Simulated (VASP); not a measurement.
# AlRu (Pm-3m) in VASP: notebook

The runs below take AlRu through single point, relaxation of cell and atoms, with r2SCAN.

Program: VASP 6.6.1. These are calculated values, not measurements. Logs are shortened: lines on timing, memory, paths and dates and some standing lists are left out, and cuts for length are marked.

## 1. The cell of the first run

It takes space group Pm-3m (No. 221, cubic). The conventional cell has a = 2.983 Å, b = 2.983 Å, c = 2.983 Å, α = 90.00°, β = 90.00°, γ = 90.00°. Al (site symmetry m-3m) has 8 Ru at 2.58 Å and 6 Al at 2.98 Å within 3.4 Å. Within 3.4 Å of Ru (site symmetry m-3m) lie 8 Al at 2.58 Å and 6 Ru at 2.98 Å.

## 2. Single point, r2SCAN

Input file POSCAR:

```
AlRu
1.0
    2.9832073514      0.0000000000      0.0000000000
    0.0000000000      2.9832073514      0.0000000000
    0.0000000000      0.0000000000      2.9832073514
Al Ru
1 1
Direct
    0.0000000000      0.0000000000      0.0000000000
    0.5000000000      0.5000000000      0.5000000000
```

Input file INCAR.step1:

```
SYSTEM = AlRu
PREC = Accurate
ENCUT = 520
ISMEAR = -1
SIGMA = 0.1
LREAL = .FALSE.
LASPH = .TRUE.
NELM = 100
NBANDS = 16
GGA = PE
ALGO = Normal
EDIFF = 1E-4
LWAVE = .TRUE.
LCHARG = .FALSE.
```

Input file INCAR.step2:

```
SYSTEM = AlRu
PREC = Accurate
ENCUT = 520
EDIFF = 1E-7
ISMEAR = -1
SIGMA = 0.1
LREAL = .FALSE.
LASPH = .TRUE.
NELM = 100
ALGO = Normal
ISIF = 2
LWAVE = .FALSE.
LCHARG = .TRUE.
METAGGA = R2SCAN
LMIXTAU = .TRUE.
LELF = .TRUE.
LVHAR = .TRUE.
NBANDS = 16
ISTART = 1
```

Input file KPOINTS:

```
regular mesh
0
G
  16 16 16
  0 0 0
```

Potentials or basis: VASP PAW PBE potentials, release 64 (Al, Ru_pv).

Command:

```bash
> cat potpaw_PBE.64/Al/POTCAR potpaw_PBE.64/Ru_pv/POTCAR > POTCAR
> cp INCAR.step1 INCAR
> mpirun -np 1 vasp_std > vasp.out
> cp INCAR.step2 INCAR
> mpirun -np 1 vasp_std > vasp.out
```

OUTCAR:

```text
SYSTEM = AlRu
   PREC = Accurate
   ENCUT = 520
   EDIFF = 1E-7
   ISMEAR = -1
   LREAL = .FALSE.
   LASPH = .TRUE.
   NELM = 100
   ISIF = 2
   METAGGA = R2SCAN
   ISTART = 1

 ion  position               nearest neighbor table
   1  0.000  0.000  0.000-   2 2.58   2 2.58   2 2.58   2 2.58   2 2.58   2 2.58   2 2.58   2 2.58

   2  0.500  0.500  0.500-   1 2.58   1 2.58   1 2.58   1 2.58   1 2.58   1 2.58   1 2.58   1 2.58

  LATTYP: Found a simple cubic cell.
 ALAT       =     2.9832073514

  Lattice vectors:

 A1 = (   2.9832073514,   0.0000000000,   0.0000000000)
 A2 = (   0.0000000000,   2.9832073514,   0.0000000000)
 A3 = (   0.0000000000,   0.0000000000,   2.9832073514)

Analysis of symmetry for initial positions (statically):
=====================================================================
 Subroutine PRICEL returns:
 Original cell was already a primitive cell.

 Routine SETGRP: Setting up the symmetry group for a
 simple cubic supercell.

 Subroutine GETGRP returns: Found 48 space group operations
 (whereof 48 operations were pure point group operations)
 out of a pool of 48 trial point group operations.

The static configuration has the point symmetry O_h .

Analysis of symmetry for dynamics (positions and initial velocities):
=====================================================================
 Subroutine PRICEL returns:
 Original cell was already a primitive cell.

 Routine SETGRP: Setting up the symmetry group for a
 simple cubic supercell.

 Subroutine GETGRP returns: Found 48 space group operations
 (whereof 48 operations were pure point group operations)
 out of a pool of 48 trial point group operations.

The dynamic configuration has the point symmetry O_h .

 Subroutine INISYM returns: Found 48 space group operations
 (whereof 48 operations are pure point group operations),
 and found     1 'primitive' translations

----------------------------------------------------------------------------------------

                                     Primitive cell

  volume of cell :      26.5491

  direct lattice vectors                    reciprocal lattice vectors
     2.983207351  0.000000000  0.000000000     0.335209686  0.000000000  0.000000000
     0.000000000  2.983207351  0.000000000     0.000000000  0.335209686  0.000000000
     0.000000000  0.000000000  2.983207351     0.000000000  0.000000000  0.335209686

[... 81 lines left out ...]
   ENCUT  =  520.0 eV  38.22 Ry    6.18 a.u.   5.55  5.55  5.55*2*pi/ulx,y,z
   NELM   =    100;   NELMIN=  2; NELMDL=  0     # of ELM steps
   EDIFF  = 0.1E-06   stopping-criterion for ELM
   LREAL  =      F    real-space projection
   EDIFFG = 0.1E-05   stopping-criterion for IOM
   NSW    =      0    number of steps for IOM
   IBRION =     -1    ionic relax: 0-MD 1-quasi-New 2-CG
   NFREE  =      0    steps in history (QN), initial steepest desc. (CG)
   ISIF   =      2    stress and relaxation
   ISYM   =      2    0-nonsym 1-usesym 2-fastsym
   POTIM  = 0.5000    time-step for ionic-motion
   TEBEG  =    0.0;   TEEND  =   0.0 temperature during run
   PSTRESS=    0.0 pullay stress
   NELECT =      17.0000    total number of electrons
   NUPDOWN=      -1.0000    fix difference up-down
   EMIN   =  10.00;   EMAX   =-10.00  energy-range for DOS
   EFERMI =   0.00;   METHOD = LEGACY
   ISMEAR =    -1;   SIGMA  =   0.10  broadening in eV -4-tet -1-fermi 0-gaus
   EFERMI_NEDOS =   21; number of points for ismear=-14 and -15
   IALGO  =     38    algorithm
   IMIX   =      4    mixing-type and parameters
     AMIX     =   0.40;   BMIX     =  1.00
     AMIX_MAG =   1.60;   BMIX_MAG =  1.00
  volume/ion in A,a.u.               =      13.27        89.58
  Fermi-wavevector in a.u.,A,eV,Ry     =   1.411046  2.666489 27.089873  1.991050
  Thomas-Fermi vector in A             =   2.532937
   LORBIT       =      0    0 simple, 1 ext, 2 COOP (PROOUT), +10 PAW based schemes
   METAGGA = R2SCAN    functional components
   LHFCALC =     F    Hartree Fock is set to
   AEXX    =    0.0000 exact exchange contribution
   IVDW    =     0    specifies the selected vdW correction
   LEPSILON=     F    determine dielectric tensor
   LRPA    =     F    only Hartree local field effects (RPA)
 non-spin polarized calculation
  energy-cutoff  :      520.00
  volume of cell :       26.55
 maximum number of plane-waves:       739
 NGX is ok and might be reduce to    24
   NGX = 11   NGY = 11   NGZ = 11

 number of electron      16.9999996 magnetization

 Free energy of the ion-electron system (eV)
  ---------------------------------------------------
  ext. energy  EPLUGINS =         0.00000000
  ---------------------------------------------------
  free energy    TOTEN  =       -33.63546050 eV

  energy without entropy =      -33.58670948  energy(sigma->0) =      -33.61108499

 E-fermi :  10.7081     XC(G=0): -13.6630

 val. band max:       10.6953925942   @ k =   0.0625   0.0625   0.0625
 cond. band min:      10.7117596808   @ k =   0.5000   0.4375   0.1250
 fundamental gap:      0.0163670866
 Fermi energy:        10.7080617654

 k-point     1 :       0.0000    0.0000    0.0000
  band No.  band energies     occupation
      1     -32.3879      2.00000
      2     -32.3879      2.00000
      3     -32.3879      2.00000
      4       0.4639      2.00000
      5       6.9595      2.00000
      6       6.9595      2.00000
[... 433 lines left out ...]
      3     -32.3640      2.00000
      4       4.8263      2.00000
      5       4.8996      2.00000
      6       8.0214      2.00000
[... 8 lines left out ...]
     15      23.1724      0.00000
     16      24.0711      0.00000

 [... further k-points ...]

------------------------ aborting loop because EDIFF is reached ----------------------------------------

  FORCE on cell =-STRESS in cart. coord.  units (eV):
  Direction    XX          YY          ZZ          XY          YZ          ZX
  --------------------------------------------------------------------------------------
  -------------------------------------------------------------------------------------
  Total        0.0220712      0.0220712      0.0220712     -0.0000000      0.0000000      0.0000000
  in kB        1.3319456      1.3319456      1.3319456     -0.0000000      0.0000000      0.0000000
  external PRESSURE =       1.3319456 kB  Pullay stress =       0.0000000 kB

 VOLUME and BASIS-vectors are now :
 -----------------------------------------------------------------------------
  energy-cutoff  :      520.00
  volume of cell :       26.55
      direct lattice vectors                 reciprocal lattice vectors
     2.983207351  0.000000000  0.000000000     0.335209686  0.000000000  0.000000000
     0.000000000  2.983207351  0.000000000     0.000000000  0.335209686  0.000000000
     0.000000000  0.000000000  2.983207351     0.000000000  0.000000000  0.335209686

 POSITION                                       TOTAL-FORCE (eV/Angst)
 -----------------------------------------------------------------------------------
      0.00000      0.00000      0.00000         0.000000      0.000000      0.000000
      1.49160      1.49160      1.49160         0.000000      0.000000      0.000000
 -----------------------------------------------------------------------------------
    total drift:                                0.000000     -0.000000     -0.000000

  FREE ENERGIE OF THE ION-ELECTRON SYSTEM (eV)
  ---------------------------------------------------
  free  energy   TOTEN  =       -33.6354605035 eV

  energy  without entropy=      -33.5867094787  energy(sigma->0) =      -33.61108499
```

OUTCAR.step1:

```text
SYSTEM = AlRu
   PREC = Accurate
   ENCUT = 520
   ISMEAR = -1
   LREAL = .FALSE.
   LASPH = .TRUE.
[... 678 lines left out ...]
      0.00000      0.00000      0.00000         0.000000      0.000000      0.000000
      1.49160      1.49160      1.49160         0.000000      0.000000      0.000000
 -----------------------------------------------------------------------------------
    total drift:                                0.000000     -0.000000     -0.000000

  FREE ENERGIE OF THE ION-ELECTRON SYSTEM (eV)
  ---------------------------------------------------
  free  energy   TOTEN  =       -14.2768488560 eV

  energy  without entropy=      -14.2250409447  energy(sigma->0) =      -14.25094490
```

OSZICAR.step1:

```text
N       E                     dE             d eps       ncg     rms          rms(c)
DAV:   1     0.114832563049E+03    0.11483E+03   -0.91977E+03  5432   0.988E+02
DAV:   2    -0.130815758706E+02   -0.12791E+03   -0.12211E+03  6224   0.292E+02
DAV:   3    -0.149367165980E+02   -0.18551E+01   -0.18489E+01  6856   0.366E+01
DAV:   4    -0.149503752015E+02   -0.13659E-01   -0.13640E-01  6528   0.330E+00
DAV:   5    -0.149505771266E+02   -0.20193E-03   -0.20160E-03  6488   0.387E-01    0.125E+01
DAV:   6    -0.143610893938E+02    0.58949E+00   -0.22835E+00  5768   0.163E+01    0.238E+00
DAV:   7    -0.142920924802E+02    0.68997E-01   -0.17407E-01  5592   0.469E+00    0.212E+00
DAV:   8    -0.142770169116E+02    0.15076E-01   -0.16788E-02  6344   0.106E+00    0.191E-01
DAV:   9    -0.142768536191E+02    0.16329E-03   -0.29661E-04  6352   0.149E-01    0.126E-01
DAV:  10    -0.142768488560E+02    0.47631E-05   -0.20774E-05  3200   0.533E-02
   1 F= -.14276849E+02 E0= -.14250945E+02  d E =-.518079E-01
```

It took 8.4 min on 1 thread of AMD EPYC 7R13, shared host; peak memory 0.17 GiB.

Results:

```
Free energy : -33.6355 eV
Pressure    : 0.1 GPa
```

Levels at points of the mesh, in eV from the Fermi level:
| k point | band 7 | band 8 | band 9 | band 10 | band 11 | band 12 |
| --- | --- | --- | --- | --- | --- | --- |
| (0.00, 0.00, 0.00) | 0.15 | 0.15 | 0.15 | 6.54 | 6.54 | 6.54 |
| (0.50, 0.00, 0.00) | -1.73 | -1.73 | 0.42 | 2.52 | 7.71 | 10.35 |
| (0.50, 0.50, 0.00) | -1.50 | -1.28 | -1.28 | 1.73 | 5.69 | 6.83 |
| (0.50, 0.50, 0.50) | 1.82 | 1.82 | 3.23 | 4.32 | 4.32 | 4.32 |

Caveat: the PAW data sets were made with another functional, which shifts forces and pressure a little.

## 3. Relaxation of cell and atoms, r2SCAN

This run uses another cell than the first one, of 13.39 Å³/atom, 1.008 times its volume.

Input file POSCAR:

```
AlRu
1.0
    2.9916000000      0.0000000000      0.0000000000
    0.0000000000      2.9916000000      0.0000000000
    0.0000000000      0.0000000000      2.9916000000
Al Ru
1 1
Direct
    0.0000000000      0.0000000000      0.0000000000
    0.5000000000      0.5000000000      0.5000000000
```

Input file INCAR.step1:

```
SYSTEM = AlRu
ALGO = Normal
EDIFF = 1E-4
ENCUT = 600
GGA = PE
ISMEAR = -1
LASPH = .True.
LCHARG = .False.
LREAL = .False.
LWAVE = .True.
NELM = 60
PREC = Accurate
SIGMA = 0.1
```

Input file INCAR.step2:

```
SYSTEM = AlRu
ALGO = Normal
EDIFF = 1E-7
EDIFFG = -0.002
ENCUT = 600
IBRION = 2
ISIF = 3
ISMEAR = -1
ISTART = 1
LASPH = .True.
LCHARG = .False.
LMIXTAU = .True.
LREAL = .False.
LWAVE = .False.
METAGGA = R2SCAN
NELM = 60
NSW = 100
PREC = Accurate
SIGMA = 0.1
```

Input file KPOINTS:

```
k-points
0
Gamma
  16 16 16
  0 0 0
```

Potentials or basis: VASP PAW PBE potentials, release 64 (Al, Ru_pv).

Command:

```bash
> cat potpaw_PBE.64/Al/POTCAR potpaw_PBE.64/Ru_pv/POTCAR > POTCAR
> cp INCAR.step1 INCAR
> mpirun -np 1 vasp_std > vasp.out
> cp INCAR.step2 INCAR
> mpirun -np 1 vasp_std > vasp.out
```

It took 16 min on 1 thread of AMD EPYC 7R13, shared host; peak memory 0.18 GiB.

It converged, with:

* Free energy: -33.6338 eV
* Relaxed volume: 13.28 Å³/atom
* Relaxed cell: a = 2.984 Å, b = 2.984 Å, c = 2.984 Å, α = 90.00°, β = 90.00°, γ = 90.00°
* Space group after relaxing (to 0.05 Å): Pm-3m (No. 221)
* Energy gained by relaxing: 0.6 meV/atom
* Ionic steps: 3
* Pressure after relaxing: 0.0 GPa

The path:
```tsv
step	energy change (eV)	largest force (eV/Å)	pressure (GPa)	volume (Å³)
1	0.0000	0.0000	-1.70	26.77
2	0.0020	0.0000	2.93	26.23
3	-0.0011	0.0000	-0.01	26.57
```

Final structure:
```cif
data_structure
_symmetry_space_group_name_H-M 'P 1'
_symmetry_Int_Tables_number 1
_cell_length_a 2.9839
_cell_length_b 2.9839
_cell_length_c 2.9839
_cell_angle_alpha 90.000
_cell_angle_beta 90.000
_cell_angle_gamma 90.000
_cell_volume 26.57
loop_
_atom_site_label
_atom_site_type_symbol
_atom_site_fract_x
_atom_site_fract_y
_atom_site_fract_z
_atom_site_occupancy
Al1 Al 0.00000 0.00000 0.00000 1
Ru1 Ru 0.50000 0.50000 0.50000 1
```

Levels at points of the mesh, in eV from the Fermi level:
```
           k point  band 6  band 7  band 8  band 9  band 10  band 11  band 12
(0.00, 0.00, 0.00)   -3.74    0.15    0.15    0.15     6.53     6.53     6.53
(0.50, 0.00, 0.00)   -2.86   -1.73   -1.73    0.42     2.52     7.71    10.35
(0.50, 0.50, 0.00)   -1.50   -1.50   -1.28   -1.28     1.72     5.69     6.82
(0.50, 0.50, 0.50)   -4.98    1.82    1.82    3.23     4.32     4.32     4.32
```

Caveat: the PAW data sets were made with another functional, which shifts forces and pressure a little.
